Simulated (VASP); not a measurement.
# MoS2 (P3m1) in VASP: a series of runs

MoS2 is run at these levels: PBE+D3(BJ); tasks: single point.

All numbers are computed with VASP 6.6.1; they aren't measurements. Logs are shortened: lines on timing, memory, paths and dates and some standing lists are left out, and cuts for length are marked.

## (1) The cell of the first run

It takes space group P3m1 (No. 156, trigonal). The conventional cell has a = 3.153 Å, b = 3.153 Å, c = 17.690 Å, α = 90.00°, β = 90.00°, γ = 120.00°. Mo (site symmetry 3m) has 6 S at 2.40 Å and 6 Mo at 3.15 Å within 3.2 Å. Mo (site symmetry 3m) has 6 S at 2.40 Å and 6 Mo at 3.15 Å within 3.2 Å. Within 3.2 Å of Mo (site symmetry 3m) lie 6 S at 2.40 Å and 6 Mo at 3.15 Å. Within 3.2 Å of S (site symmetry 3m) lie 3 Mo at 2.40 Å and 7 S at 3.13 to 3.15 Å. S (site symmetry 3m) has 3 Mo at 2.40 Å and 10 S at 3.13 to 3.15 Å within 3.2 Å. Within 3.2 Å of S (site symmetry 3m) lie 3 Mo at 2.40 Å and 7 S at 3.13 to 3.15 Å. S (site symmetry 3m) has 3 Mo at 2.40 Å and 7 S at 3.13 to 3.15 Å within 3.2 Å. Within 3.2 Å of S (site symmetry 3m) lie 3 Mo at 2.40 Å and 7 S at 3.13 to 3.15 Å.

## (2) Single point, PBE+D3(BJ) (the distance across one plane changed)

INCAR reads:

```
PREC = Accurate
ENCUT = 520
EDIFF = 1E-7
ISMEAR = 0
SIGMA = 0.05
LREAL = F
LASPH = T
NELM = 100
ALGO = Normal
ISIF = 2
LWAVE = F
LCHARG = F
GGA = PE
IVDW = 12
NBANDS = 49
```

KPOINTS reads:

```
Automatic mesh
0
Gamma
  10 10 2
```

POSCAR reads:

```
MoS2
1.0
   -1.5764743774     -2.7305337185      0.0000000000
    1.5764743774     -2.7305337185      0.0000000000
    0.0000000000      0.0000000000     17.6896049492
Mo S
3 6
Direct
    1.0000000000      1.0000000000      0.8475004408
    0.3333333333      0.3333333333      0.1695276991
    0.6666666667      0.6666666667      0.5085140700
    1.0000000000      1.0000000000      0.5968625843
    0.3333333333      0.3333333333      0.9358489551
    0.6666666667      0.6666666667      0.2578762135
    1.0000000000      1.0000000000      0.4200789637
    0.3333333333      0.3333333333      0.7590653346
    0.6666666667      0.6666666667      0.0810925929
```

Potentials or basis: VASP PAW PBE potentials, release 64 (Mo_sv, S).

Started as:

```
> cat potpaw_PBE.64/Mo_sv/POTCAR potpaw_PBE.64/S/POTCAR > POTCAR
> mpirun -np 1 vasp_std > vasp.out
```

OUTCAR:

```text
PREC = Accurate
   ENCUT = 520
   EDIFF = 1E-7
   ISMEAR = 0
   LREAL = F
   LASPH = T
   NELM = 100
   ISIF = 2
   GGA = PE
   IVDW = 12
 IVDW          = 12

 ion  position               nearest neighbor table
   1  0.000  0.000  0.848-   5 2.40   5 2.40   5 2.40   8 2.40   8 2.40   8 2.40
   2  0.333  0.333  0.170-   6 2.40   6 2.40   6 2.40   9 2.40   9 2.40   9 2.40
   3  0.667  0.667  0.509-   4 2.40   4 2.40   4 2.40   7 2.40   7 2.40   7 2.40
   4  0.000  0.000  0.597-   3 2.40   3 2.40   3 2.40
   5  0.333  0.333  0.936-   1 2.40   1 2.40   1 2.40
   6  0.667  0.667  0.258-   2 2.40   2 2.40   2 2.40
   7  0.000  0.000  0.420-   3 2.40   3 2.40   3 2.40
   8  0.333  0.333  0.759-   1 2.40   1 2.40   1 2.40
   9  0.667  0.667  0.081-   2 2.40   2 2.40   2 2.40

  LATTYP: Found a hexagonal cell.
 ALAT       =     3.1529487548
 C/A-ratio  =     5.6104955471

  Lattice vectors:

 A1 = (  -1.5764743774,   2.7305337185,   0.0000000000)
 A2 = (  -1.5764743774,  -2.7305337185,   0.0000000000)
 A3 = (   0.0000000000,   0.0000000000,  17.6896049492)

Analysis of symmetry for initial positions (statically):
=====================================================================
 Subroutine PRICEL returns:
 Original cell was already a primitive cell.

 Routine SETGRP: Setting up the symmetry group for a
 hexagonal supercell.

 Subroutine GETGRP returns: Found  6 space group operations
 (whereof  6 operations were pure point group operations)
 out of a pool of 24 trial point group operations.

The static configuration has the point symmetry C_3v.

Analysis of symmetry for dynamics (positions and initial velocities):
=====================================================================
 Subroutine PRICEL returns:
 Original cell was already a primitive cell.

 Routine SETGRP: Setting up the symmetry group for a
 hexagonal supercell.

 Subroutine GETGRP returns: Found  6 space group operations
 (whereof  6 operations were pure point group operations)
 out of a pool of 24 trial point group operations.

The dynamic configuration has the point symmetry C_3v.

 Subroutine INISYM returns: Found  6 space group operations
 (whereof  6 operations are pure point group operations),
 and found     1 'primitive' translations

----------------------------------------------------------------------------------------

                                     Primitive cell

  volume of cell :     152.2939

[... 109 lines left out ...]
   ISYM   =      2    0-nonsym 1-usesym 2-fastsym
   POTIM  = 0.5000    time-step for ionic-motion
   TEBEG  =    0.0;   TEEND  =   0.0 temperature during run
   PSTRESS=    0.0 pullay stress
   NELECT =      78.0000    total number of electrons
   NUPDOWN=      -1.0000    fix difference up-down
   EMIN   =  10.00;   EMAX   =-10.00  energy-range for DOS
   EFERMI =   0.00;   METHOD = LEGACY
   ISMEAR =     0;   SIGMA  =   0.05  broadening in eV -4-tet -1-fermi 0-gaus
   EFERMI_NEDOS =   21; number of points for ismear=-14 and -15
   IALGO  =     38    algorithm
   IMIX   =      4    mixing-type and parameters
     AMIX     =   0.40;   BMIX     =  1.00
     AMIX_MAG =   1.60;   BMIX_MAG =  1.00
  volume/ion in A,a.u.               =      16.92       114.19
  Fermi-wavevector in a.u.,A,eV,Ry     =   1.309822  2.475204 23.342601  1.715633
  Thomas-Fermi vector in A             =   2.440394
   LORBIT       =      0    0 simple, 1 ext, 2 COOP (PROOUT), +10 PAW based schemes
   GGA     = PE    functional components
   LHFCALC =     F    Hartree Fock is set to
   AEXX    =    0.0000 exact exchange contribution
   IVDW    =    12    specifies the selected vdW correction
   LEPSILON=     F    determine dielectric tensor
   LRPA    =     F    only Hartree local field effects (RPA)
 non-spin polarized calculation
 Gauss-broadening in eV      SIGMA  =   0.05
  energy-cutoff  :      520.00
  volume of cell :      152.29
 maximum number of plane-waves:      4124
   NGX = 11   NGY = 11   NGZ = 65

 number of electron      77.9999997 magnetization

 Free energy of the ion-electron system (eV)
  ---------------------------------------------------
  ext. energy  EPLUGINS =         0.00000000
  ---------------------------------------------------
  free energy    TOTEN  =       -65.18957551 eV

  energy without entropy =      -65.18957551  energy(sigma->0) =      -65.18957551

 E-fermi :   8.8035     XC(G=0): -11.1695

 val. band max:        8.4636285559   @ k =   0.0000   0.0000   0.5000
 cond. band min:       9.1124176854   @ k =   0.4000   0.2000   0.0000
 fundamental gap:      0.6487891295
 Fermi energy:         8.8035452393

 k-point     1 :       0.0000    0.0000    0.0000
  band No.  band energies     occupation
      1     -53.3061      2.00000
      2     -53.2792      2.00000
      3     -53.2528      2.00000
      4     -27.4708      2.00000
      5     -27.4440      2.00000
      6     -27.4187      2.00000
[... 1237 lines left out ...]
     48      11.5640      0.00000
     49      11.7232      0.00000

 [... further k-points ...]

------------------------ aborting loop because EDIFF is reached ----------------------------------------

 Edisp (eV)   -4.03672

 E8    (eV) :    -1.6282

  FORCE on cell =-STRESS in cart. coord.  units (eV):
  Direction    XX          YY          ZZ          XY          YZ          ZX
  --------------------------------------------------------------------------------------
  -------------------------------------------------------------------------------------
  Total       0.04698     0.04698     0.55697     0.00000    -0.00000     0.00000
  in kB       0.49421     0.49421     5.85952     0.00000    -0.00000     0.00000
  external pressure =        2.28 kB  Pullay stress =        0.00 kB

 VOLUME and BASIS-vectors are now :
 -----------------------------------------------------------------------------
  energy-cutoff  :      520.00
  volume of cell :      152.29
      direct lattice vectors                 reciprocal lattice vectors
    -1.576474377 -2.730533718  0.000000000    -0.317163417 -0.183114384  0.000000000
     1.576474377 -2.730533718  0.000000000     0.317163417 -0.183114384  0.000000000
     0.000000000  0.000000000 17.689604949     0.000000000  0.000000000  0.056530375

 POSITION                                       TOTAL-FORCE (eV/Angst)
 -----------------------------------------------------------------------------------
      0.00000      0.00000     14.99195        -0.000000     -0.000000     -0.013200
      0.00000     -1.82036      2.99888         0.000000     -0.000000      0.052106
      0.00000     -3.64071      8.99541        -0.000000      0.000000     -0.003952
      0.00000      0.00000     10.55826         0.000000     -0.000000     -0.012268
      0.00000     -1.82036     16.55480         0.000000      0.000000     -0.256255
      0.00000     -3.64071      4.56173         0.000000     -0.000000     -0.023364
      0.00000      0.00000      7.43103         0.000000     -0.000000      0.016376
      0.00000     -1.82036     13.42757         0.000000     -0.000000      0.012753
      0.00000     -3.64071      1.43450         0.000000      0.000000      0.227805
 -----------------------------------------------------------------------------------
    total drift:                                0.000000      0.000000      0.000038

  FREE ENERGIE OF THE ION-ELECTRON SYSTEM (eV)
  ---------------------------------------------------
  free  energy   TOTEN  =       -69.2262972695 eV

  energy  without entropy=      -69.2262972695  energy(sigma->0) =      -69.22629727
```

OSZICAR:

```text
N       E                     dE             d eps       ncg     rms          rms(c)
DAV:   1     0.714383978830E+03    0.71438E+03   -0.43895E+04  2984   0.153E+03
DAV:   2    -0.279349886844E+02   -0.74232E+03   -0.71594E+03  3285   0.397E+02
DAV:   3    -0.685016163359E+02   -0.40567E+02   -0.39870E+02  3382   0.838E+01
DAV:   4    -0.694514348331E+02   -0.94982E+00   -0.94381E+00  3377   0.126E+01
DAV:   5    -0.694775811551E+02   -0.26146E-01   -0.26127E-01  3537   0.200E+00    0.427E+01
DAV:   6    -0.663045718992E+02    0.31730E+01   -0.24733E+01  3004   0.239E+01    0.165E+01
DAV:   7    -0.658188196048E+02    0.48575E+00   -0.11455E+01  3053   0.161E+01    0.103E+01
DAV:   8    -0.651800962154E+02    0.63872E+00   -0.21927E+00  3191   0.741E+00    0.381E+00
DAV:   9    -0.652113724030E+02   -0.31276E-01   -0.26169E-01  3564   0.198E+00    0.184E+00
DAV:  10    -0.651890753543E+02    0.22297E-01   -0.93046E-02  3245   0.156E+00    0.449E-01
DAV:  11    -0.651897540728E+02   -0.67872E-03   -0.61911E-03  3445   0.354E-01    0.261E-01
DAV:  12    -0.651896206496E+02    0.13342E-03   -0.52377E-04  3337   0.114E-01    0.141E-01
DAV:  13    -0.651895786178E+02    0.42032E-04   -0.10461E-04  3448   0.447E-02    0.101E-01
DAV:  14    -0.651895739329E+02    0.46849E-05   -0.71460E-05  3374   0.363E-02    0.453E-02
DAV:  15    -0.651895756846E+02   -0.17517E-05   -0.33459E-06  3607   0.777E-03    0.287E-02
DAV:  16    -0.651895757397E+02   -0.55048E-07   -0.10603E-06  3112   0.480E-03    0.132E-02
DAV:  17    -0.651895754932E+02    0.24651E-06   -0.14813E-06  3550   0.571E-03    0.361E-03
DAV:  18    -0.651895755071E+02   -0.13906E-07   -0.56850E-08  2008   0.109E-03
   1 F= -.69226297E+02 E0= -.69226297E+02  d E =-.226194E-19
```

Run time: 7.9 min. Hardware: 1 thread of Intel Xeon 8259CL, shared host; peak memory 0.36 GiB.

What came out:

- Free energy: -69.2263 eV
- Pressure: 0.2 GPa
- Largest force: 0.256 eV/Å
- Band gap on the k mesh: 0.65 eV (least direct gap 1.75 eV)
- Dispersion energy per atom: -0.449 eV

Forces on the atoms (eV/Å):
```
Mo   0.000  0.000 -0.013
Mo   0.000  0.000  0.052
Mo   0.000  0.000 -0.004
S    0.000  0.000 -0.012
S    0.000  0.000 -0.256
S    0.000  0.000 -0.023
S    0.000  0.000  0.016
S    0.000  0.000  0.013
S    0.000  0.000  0.228
```

Stress tensor (GPa, compression positive):
```
0.05 0.00 0.00
0.00 0.05 0.00
0.00 0.00 0.59
```

Levels at points of the mesh, in eV from the valence-band top:
| k point | band 35 | band 36 | band 37 | band 38 | band 39 | band 40 | band 41 | band 42 | band 43 | band 44 |
| --- | --- | --- | --- | --- | --- | --- | --- | --- | --- | --- |
| (0.00, 0.00, 0.00) | -2.38 | -1.49 | -1.07 | -0.26 | -0.03 | 1.75 | 1.75 | 1.87 | 1.87 | 1.90 |
| (0.50, 0.00, 0.00) | -1.83 | -1.77 | -1.66 | -1.62 | -1.51 | 1.38 | 1.43 | 1.46 | 1.86 | 1.91 |
| (0.00, 0.00, 0.50) | -2.37 | -2.23 | -0.64 | -0.46 | 0.00 | 1.75 | 1.75 | 1.84 | 1.84 | 1.93 |
| (0.50, 0.00, 0.50) | -1.93 | -1.71 | -1.71 | -1.56 | -1.53 | 1.38 | 1.42 | 1.47 | 1.81 | 1.96 |

Caveat: the cell differs from its parent crystal (the distance across one plane changed). A k mesh can miss the band edges.

## (3) Single point, PBE+D3(BJ) (the distance across one plane changed)

INCAR reads:

```
SYSTEM = MoS2
ALGO = Normal
EDIFF = 1E-7
ENCUT = 520
GGA = PE
ISIF = 2
ISMEAR = 0
IVDW = 12
LASPH = .TRUE.
LCHARG = .FALSE.
LREAL = .FALSE.
LWAVE = .FALSE.
NBANDS = 49
NELM = 80
PREC = Accurate
SIGMA = 0.05
```

KPOINTS reads:

```
k-points
0
G
  10 10 2
  0 0 0
```

POSCAR reads:

```
MoS2
1.0
   -1.5764743774     -2.7305337185      0.0000000000
    1.5764743774     -2.7305337185      0.0000000000
    0.0000000000      0.0000000000     18.2396049492
Mo S
3 6
Direct
    1.0000000000      1.0000000000      0.8219447753
    0.3333333333      0.3333333333      0.1644157335
    0.6666666667      0.6666666667      0.4931802544
    1.0000000000      1.0000000000      0.5788646933
    0.3333333333      0.3333333333      0.9076292143
    0.6666666667      0.6666666667      0.2501001724
    1.0000000000      1.0000000000      0.4074118347
    0.3333333333      0.3333333333      0.7361763556
    0.6666666667      0.6666666667      0.0786473137
```

Potentials or basis: VASP PAW PBE potentials, release 64 (Mo_sv, S).

Started as:

```
> cat potpaw_PBE.64/Mo_sv/POTCAR potpaw_PBE.64/S/POTCAR > POTCAR
> mpirun -np 1 vasp_std > vasp.out
```

It took 6 min on 1 thread of Intel Xeon 8259CL, shared host; peak memory 0.36 GiB.

Results (log left out):

```yaml
Free_energy: -69.2476 eV
Pressure: -0.3 GPa
Largest_force: 0.079 eV/Å
Band_gap_on_the_k_mesh: 0.87 eV
Dispersion_energy_per_atom: -0.434 eV
```

Forces in eV/Å, atoms in the order of the input:
```
Mo   0.000  0.000 -0.003
Mo   0.000  0.000 -0.011
Mo   0.000  0.000  0.002
S    0.000  0.000 -0.016
S    0.000  0.000  0.079
S    0.000  0.000 -0.010
S    0.000  0.000  0.014
S    0.000  0.000  0.015
S    0.000  0.000 -0.070
```

Stress tensor (GPa, compression positive):
```
-0.15  0.00  0.00
 0.00 -0.15  0.00
 0.00  0.00 -0.45
```

Levels at points of the mesh, in eV from the valence-band top:
| k point | band 36 | band 37 | band 38 | band 39 | band 40 | band 41 | band 42 | band 43 |
| --- | --- | --- | --- | --- | --- | --- | --- | --- |
| (0.00, 0.00, 0.00) | -1.29 | -1.18 | -0.18 | -0.07 | 2.01 | 2.01 | 2.08 | 2.08 |
| (0.50, 0.00, 0.00) | -1.60 | -1.46 | -1.44 | -1.32 | 1.58 | 1.62 | 1.64 | 2.06 |
| (0.00, 0.00, 0.50) | -2.11 | -0.61 | -0.46 | 0.00 | 2.02 | 2.02 | 2.05 | 2.05 |
| (0.50, 0.00, 0.50) | -1.56 | -1.51 | -1.37 | -1.35 | 1.59 | 1.61 | 1.65 | 2.01 |

Caveat: the cell differs from its parent crystal (the distance across one plane changed). A k mesh can miss the band edges.

## (4) Single point, PBE+D3(BJ) (the distance across one plane changed)

INCAR reads:

```
PREC = Accurate
ENCUT = 520
EDIFF = 1E-6
ISMEAR = 0
SIGMA = 0.05
LREAL = F
LASPH = T
NELM = 60
ALGO = Normal
ISIF = 2
LWAVE = F
LCHARG = T
GGA = PE
IVDW = 12
LELF = T
LVHAR = T
NBANDS = 49
```

KPOINTS reads:

```
Automatic mesh
0
Gamma
  10 10 2
```

POSCAR reads:

```
MoS2
1.0
   -1.5764743774     -2.7305337185      0.0000000000
    1.5764743774     -2.7305337185      0.0000000000
    0.0000000000      0.0000000000     18.4896049492
Mo S
3 6
Direct
    1.0000000000      1.0000000000      0.8108311688
    0.3333333333      0.3333333333      0.1621926501
    0.6666666667      0.6666666667      0.4865119094
    1.0000000000      1.0000000000      0.5710377996
    0.3333333333      0.3333333333      0.8953570590
    0.6666666667      0.6666666667      0.2467185402
    1.0000000000      1.0000000000      0.4019031741
    0.3333333333      0.3333333333      0.7262224334
    0.6666666667      0.6666666667      0.0775839147
```

Started as:

```
> cat potpaw_PBE.64/Mo_sv/POTCAR potpaw_PBE.64/S/POTCAR > POTCAR
> mpirun -np 1 vasp_std > vasp.out
```

It took 4.4 min on 1 thread of Intel Xeon 8259CL, shared host; peak memory 0.36 GiB.

The run converged. Its results:

- Free energy: -69.2202 eV
- Pressure: -0.3 GPa
- Largest force: 0.121 eV/Å
- Band gap on the k mesh: 0.91 eV (least direct gap 1.94 eV)
- Dispersion energy per atom: -0.429 eV

Forces in eV/Å, atoms in the order of the input:
```
Mo   0.000  0.000 -0.008
Mo   0.000  0.000 -0.011
Mo   0.000  0.000  0.003
S    0.000  0.000 -0.016
S    0.000  0.000  0.121
S    0.000  0.000 -0.007
S    0.000  0.000  0.013
S    0.000  0.000  0.014
S    0.000  0.000 -0.109
```

Stress tensor (GPa, compression positive):
```
-0.17  0.00  0.00
 0.00 -0.17  0.00
 0.00  0.00 -0.58
```

Levels at points of the mesh, in eV from the valence-band top:
```csv
k point,band 35,band 36,band 37,band 38,band 39,band 40,band 41,band 42,band 43,band 44
"(0.00, 0.00, 0.00)",-2.16,-1.29,-1.24,-0.23,-0.05,2.03,2.03,2.10,2.10,2.14
"(0.50, 0.00, 0.00)",-1.63,-1.57,-1.44,-1.40,-1.30,1.60,1.63,1.67,2.07,2.12
"(0.00, 0.00, 0.50)",-2.16,-2.03,-0.71,-0.43,0.00,2.04,2.04,2.09,2.09,2.15
"(0.50, 0.00, 0.50)",-1.68,-1.55,-1.48,-1.35,-1.32,1.60,1.63,1.67,2.04,2.15
```

Caveat: the cell differs from its parent crystal (the distance across one plane changed). A k mesh can miss the band edges.

## (5) Overview

```tsv
cell	gap on the mesh (eV)	pressure (GPa)	largest force (eV/Å)
a = 3.153, b = 3.153, c = 17.690 Å, angles 90.0, 90.0, 60.0°, 9 atoms	0.65	0.2	0.26
a = 3.153, b = 3.153, c = 18.240 Å, angles 90.0, 90.0, 60.0°, 9 atoms	0.87	-0.3	0.08
a = 3.153, b = 3.153, c = 18.490 Å, angles 90.0, 90.0, 60.0°, 9 atoms	0.91	-0.3	0.12
```

Alike in all rows: task single point; level PBE+D3(BJ); potentials or basis VASP PAW PBE potentials, release 64 (Mo_sv, S); no spin polarisation; k mesh 10 × 10 × 2; cutoff (eV) 520; smearing gaussian 0.05 eV.

Absolute energies hang on the potentials; compare differences alone.
